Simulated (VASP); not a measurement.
Runs of VASP 6.6.1 on Bi. The structure is that of space group R-3m (No. 166), or close to it. The cells are those of the table. 

| task | cell | gap on the mesh (eV) | pressure (GPa) | largest force (eV/Å) |
| --- | --- | --- | --- | --- |
| electric field gradients | a = 4.839 Å, angles 57.2°, 2 atoms | none | (a) | 0.18 |
| single point | a = 4.855, b = 4.704, c = 4.680 Å, angles 57.1, 57.7, 56.8°, 2 atoms | none | -1.7 | 0.20 |
| electric field gradients | a = 4.855, b = 4.704, c = 4.680 Å, angles 57.1, 57.7, 56.8°, 2 atoms | none | -1.7 | 0.20 |
| single point | a = 4.782, b = 4.732, c = 4.724 Å, angles 57.2, 57.4, 57.1°, 2 atoms | none | -1.8 | 0.09 |
| electric field gradients | a = 4.782, b = 4.732, c = 4.724 Å, angles 57.2, 57.4, 57.1°, 2 atoms | none | -1.8 | 0.09 |
| electric field gradients | a = 4.845 Å, angles 56.0°, 2 atoms | none | -2.9 | 0.13 |
| electric field gradients | a = 4.812 Å, angles 56.4°, 2 atoms | none | -2.5 | 0.06 |

Alike in all rows: level LDA; potentials or basis VASP PAW LDA potentials, release 64 (Bi_d); no spin polarisation; k mesh 11 × 11 × 11; cutoff (eV) 520; smearing fermi-dirac 0.03 eV.

Problem. Fill in the values left out.

Solution. (a) -4.0.

Caveats: spin-orbit coupling is left out, which moves the levels of the heavy elements; the cell stands under tension (at least some runs).

A k mesh can miss the band edges, and the runs leave out spin-orbit coupling on Bi.

A gap of «none» marks levels without a gap at the run's occupations.
